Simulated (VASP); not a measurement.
A run of VASP 6.6.1 is set up as follows.

Contents of INCAR:

```
SYSTEM = C
PREC     = Accurate       ! precision mode
ENCUT    = 520            ! plane-wave cutoff, eV
EDIFF    = 1E-6           ! SCF threshold, eV
ISMEAR   = 0              ! smearing method
SIGMA    = 0.15           ! smearing width, eV
LREAL    = .False.        ! projectors in reciprocal space
LASPH    = .True.         ! aspherical terms in the spheres
NELM     = 60             ! most SCF steps
ALGO     = Normal         ! electronic algorithm
ISIF     = 2              ! what is computed and relaxed
LWAVE    = .False.        ! write WAVECAR
LCHARG   = .True.         ! write CHGCAR
GGA      = PS             ! functional
LELF     = .True.         ! ELF
LVHAR    = .True.       
NBANDS   = 16             ! bands
```

KPOINTS

```
regular mesh
0
Gamma
  18 18 6
  0 0 0
```

POSCAR

```
C
1.0
    1.1434113954     -2.1786926318      0.0000000000
    1.1434113954      2.1786926318      0.0000000000
    0.0000000000      0.0000000000      7.3778182888
C
4
Direct
    0.0833216498      0.9166783502      0.7498439858
    0.5833216498      0.4166783502      0.2501560142
    0.9166783502      0.0833216498      0.2501560142
    0.4166783502      0.5833216498      0.7498439858
```

Potentials or basis: VASP PAW PBE potentials, release 64 (C).

The run is started by

```sh
$ cat potpaw_PBE.64/C/POTCAR > POTCAR
$ mpirun -np 1 vasp_std > vasp.out
```

Task: Predict the pressure.

Result: 23.9 GPa.

Task: What does it give for the largest force?

Result: 1.566 eV/Å.

Stress tensor (GPa, compression positive):
```
80.62  0.00  0.00
 0.00 -8.80  0.00
 0.00  0.00 -0.03
```

Caveat: the cell differs from its parent crystal (normal strain along x -0.0700, normal strain along y +0.0233); the stress differs along the axes, from -9 to 81 GPa; this functional lacks dispersion, which binds layers or chains, so the pressure and a relaxed spacing across them are unreliable; the PAW data sets were made with another functional, which shifts forces and pressure a little.
